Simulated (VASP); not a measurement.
Input of a VASP 6.6.1 run:

Contents of INCAR:

```
PREC = Accurate
ENCUT = 520
EDIFF = 1E-7
ISMEAR = 0
SIGMA = 0.1
LREAL = F
LASPH = T
NELM = 60
ALGO = Normal
ISIF = 2
LWAVE = F
LCHARG = F
GGA = PE
NBANDS = 8
```

Contents of KPOINTS:

```
regular mesh
0
Gamma
  12 12 12
```

The input POSCAR:

```
Sb
1.0
    3.1121113453      0.0000000000      0.0000000000
    0.0000000000      3.1121113453      0.0000000000
    0.0000000000      0.0000000000      3.1121113453
Sb
1
Direct
    0.0000000000      0.0000000000      0.0000000000
```

Potentials or basis: VASP PAW PBE potentials, release 64 (Sb).

Run with:

```sh
$ cat potpaw_PBE.64/Sb/POTCAR > POTCAR
$ mpirun -np 1 vasp_std > vasp.out
```

What does it give for the pressure?

-0.1 GPa.

Estimate the band gap on the k mesh.

zero (an odd number of electrons rules out a gap without spin polarisation).

Caveat: spin-orbit coupling is left out, which moves the levels of the heavy elements; an odd number of electrons without spin polarisation forces a metal; a magnetic or distorted state may lie lower.
